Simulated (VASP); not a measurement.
Here is a VASP 6.6.1 calculation.

The input INCAR:

```
SYSTEM = Al4Si
ALGO = Normal
DIPOL = 0.5 0.5 0.500
EDIFF = 1E-7
ENCUT = 520
GGA = PE
IDIPOL = 3
ISIF = 2
ISMEAR = -4
LASPH = .TRUE.
LCHARG = .FALSE.
LDIPOL = .TRUE.
LREAL = .FALSE.
LWAVE = .FALSE.
NBANDS = 16
NELM = 100
PREC = Accurate
SIGMA = 0.1
```

File KPOINTS:

```
k-points
0
G
  14 14 1
  0 0 0
```

Contents of POSCAR:

```
Al4Si
1.0
    2.8574853682      0.0000000000      0.0000000000
    0.0000000000      2.8574853682      0.0000000000
    0.0000000000      0.0000000000     24.0822000000
Si Al
1 4
Direct
    0.0000000000      0.0000000000      0.3291663618
    0.5000000000      0.5000000000      0.4144188660
    0.0000000000      0.0000000000      0.4999999984
    0.5000000000      0.5000000000      0.5855811344
    0.0000000000      0.0000000000      0.6708336395
```

Potentials or basis: VASP PAW PBE potentials, release 64 (Si, Al).

Command:

```bash
$ cat potpaw_PBE.64/Si/POTCAR potpaw_PBE.64/Al/POTCAR > POTCAR
$ mpirun -np 1 vasp_std > vasp.out
```

(1) Predict the band gap on the k mesh.

(2) Estimate the largest force.

Results:

(1) zero (bands 8 and 9 overlap by 4.20 eV).

(2) 0.560 eV/Å.
